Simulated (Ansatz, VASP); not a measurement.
**HfC: VASP beside Ansatz**

```
Hf C
1.0
     0.00000    2.32500    2.32500
     2.32500    0.00000    2.32500
     2.32500    2.32500    0.00000
Hf C
1 1
Direct
  0.50000 0.50000 0.50000
  0.00000 0.00000 0.00000
```

Alike in both runs: task single point; functional LDA; k mesh 10 × 10 × 10; occupations fermi-dirac, width 0.0816 eV; no spin polarisation.

|  | VASP | Ansatz |
| --- | --- | --- |
| version | VASP 6.6.1 | Ansatz 0.2.0 |
| potentials or method | VASP PAW LDA potentials, release 64 (Hf_pv, C), cutoff 600 eV | all-electron LAPW, scalar-relativistic |

|  | VASP | Ansatz | Ansatz less VASP |
| --- | --- | --- | --- |
| pressure (GPa) | -11.7 | -11.8 | -0.11 |

LDA's correlation is that of Perdew and Zunger in VASP and of Perdew and Wang (1992) in Ansatz. Ansatz ran all-electron here, and VASP with PAW potentials.

Neither program's run includes spin-orbit coupling.
